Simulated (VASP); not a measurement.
Wanted: the native input for a VASP 6.6.1 run.

- Task: single point
- Functional: r2SCAN
- Potentials or basis: VASP PAW PBE potentials, release 64 (Zn, O_h)
- Cutoff: 910 eV
- k mesh: 10 × 10 × 10
- Occupations: gaussian, width 0.01 eV
- Spin: no spin polarisation
- Dipole correction: no
- Second run: hard_potentials
- Further INCAR settings: ALGO = Normal; EDIFF = 1e-06; NBANDS = 16

ZnO:

```xyz
2
Lattice="0.0000 2.1525 2.1525 2.1525 0.0000 2.1525 2.1525 2.1525 0.0000" Properties=species:S:1:pos:R:3 pbc="T T T"
Zn    0.0000    0.0000    0.0000
O     2.1525    2.1525    2.1525
```

This cell differs from its parent crystal: strain +0.9%.

One way to write it, as run:

POSCAR

```
ZnO
1.0
    0.0000000000      2.1525475758      2.1525475758
    2.1525475758      0.0000000000      2.1525475758
    2.1525475758      2.1525475758      0.0000000000
Zn O
1 1
Direct
    0.0000000000      0.0000000000      0.0000000000
    0.5000000000      0.5000000000      0.5000000000
```

INCAR.step1

```
ALGO = Normal ; EDIFF = 1E-5
ENCUT = 910 ; GGA = PE
GGA_COMPAT = False ; ISMEAR = 0
LASPH = True ; LCHARG = False
LREAL = False ; LWAVE = True
NBANDS = 16 ; NELM = 120
PREC = Accurate ; SIGMA = 0.01
```

INCAR.step2

```
ALGO = Normal ; EDIFF = 1E-6
ENCUT = 910 ; GGA_COMPAT = False
ISIF = 2 ; ISMEAR = 0
ISTART = 1 ; LASPH = True
LCHARG = True ; LELF = True
LMIXTAU = True ; LREAL = False
LVHAR = True ; LWAVE = False
METAGGA = R2SCAN ; NBANDS = 16
NELM = 120 ; PREC = Accurate
SIGMA = 0.01
```

KPOINTS

```
k-points
0
Gamma
  10 10 10
```

Potentials or basis: VASP PAW PBE potentials, release 64 (Zn, O_h).

Launch:

```sh
$ cat potpaw_PBE.64/Zn/POTCAR potpaw_PBE.64/O_h/POTCAR > POTCAR
$ cp INCAR.step1 INCAR
$ mpirun -np 1 vasp_std > vasp.out
$ cp INCAR.step2 INCAR
$ mpirun -np 1 vasp_std > vasp.out
```

Results of the run:

```json
{
 "Pressure": "-3.8 GPa",
 "Band gap on the k mesh": "1.42 eV, indirect (least direct gap 2.76 eV)"
}
```

Caveat: the cell differs from its parent crystal (strain +0.9%); the cutoff is under 1.25 times the usual one of these potentials, so pressure, stress and relaxed cells hold a basis-set (Pulay) error; the PAW data sets were made with another functional, which shifts forces and pressure a little.

Wall time 2.8 min on 1 thread of Intel(R) Xeon(R) Platinum 8259CL CPU @ 2.50GHz (Skylake/Cascade Lake), with other jobs on the host, peak memory 0.19 GiB.
